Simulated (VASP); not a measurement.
Crystal: MnO2.

```
Mn O
1.0
     2.87681    0.00000    0.00000
    -1.43840    2.49139    0.00000
     0.00000    0.00000    5.44645
Mn O
1 2
Direct
  0.00000 0.00000 0.00000
  0.33333 0.66667 0.17537
  0.66667 0.33333 0.82463
```

Base run:

| Property | Result |
| --- | --- |
| Program | VASP 6.6.1 |
| Functional | PBE |
| Potentials or basis | VASP PAW PBE potentials, release 64 (Mn_pv, O) |
| Cutoff | 520 eV |
| k mesh | 14 × 14 × 6 |
| Occupations | gaussian, width 0.05 eV |
| Spin | no spin polarisation |

Its results: pressure -7.2 GPa; largest force 0.295 eV/Å.

Problem. The run is repeated on the same cell with these changes: potentials or basis from VASP PAW PBE potentials, release 64 (Mn_pv, O) to VASP PAW PBE potentials, release 64 (Mn_sv, O); cutoff from 520 eV to 600 eV; valence electrons from 25 to 27. What comes out?

Solution. Pressure -8.9 GPa; largest force 0.380 eV/Å.

Caveats: an odd number of electrons without spin polarisation forces a metal; a magnetic or distorted state may lie lower; the run has no spin polarisation, though such a crystal can be magnetic.
